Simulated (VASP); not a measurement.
Write the native input for VASP 6.6.1 that does the following.

- Task: single point
- Functional: PBEsol
- Potentials or basis: VASP PAW PBE potentials, release 64 (Cd, F)
- Cutoff: 520 eV
- k mesh: 8 × 8 × 8
- Occupations: gaussian, width 0.05 eV
- Spin: no spin polarisation
- Dipole correction: no
- Further INCAR settings: ALGO = Normal; EDIFF = 1e-07; NBANDS = 20

The structure of CdF2 lies in POSCAR:

```
CdF2
1.0
    0.0000000000      2.6940000000      2.6940000000
    2.6940000000      0.0000000000      2.6940000000
    2.6940000000      2.6940000000      0.0000000000
Cd F
1 2
Direct
    0.0115998515     -0.0115998515      0.0115998515
    0.2500000000      0.2500000000      0.2500000000
    0.7500000000      0.7500000000      0.7500000000
```

This cell differs from its parent crystal: all Cd atoms moved +0.062 Å, as atom 1 along Cartesian [0 1 0].

These files were run (other wordings do the same):

INCAR

```
SYSTEM = CdF2
  PREC = Accurate
  ENCUT = 520
  EDIFF = 1E-7
  ISMEAR = 0
  SIGMA = 0.05
  LREAL = .FALSE.
  LASPH = .TRUE.
  NELM = 80
  ALGO = Normal
  ISIF = 2
  LWAVE = .FALSE.
  LCHARG = .FALSE.
  GGA = PS
  NBANDS = 20
```

KPOINTS

```
Automatic mesh
0
G
  8 8 8
  0 0 0
```

Potentials or basis: VASP PAW PBE potentials, release 64 (Cd, F).

Run with:

```bash
$ cat potpaw_PBE.64/Cd/POTCAR potpaw_PBE.64/F/POTCAR > POTCAR
$ mpirun -np 1 vasp_std > vasp.out
```

Results of the run:

* Pressure: 0.8 GPa
* Largest force: 0.334 eV/Å
* Band gap on the k mesh: 2.90 eV, indirect (least direct gap 3.39 eV)

Caveat: the cell differs from its parent crystal (all Cd atoms moved +0.062 Å, as atom 1 along Cartesian [0 1 0]); the PAW data sets were made with another functional, which shifts forces and pressure a little.

Run time: 46 s on 1 thread of AMD EPYC 7R13 Processor (Zen 3), on a shared host, peak memory 0.15 GiB.
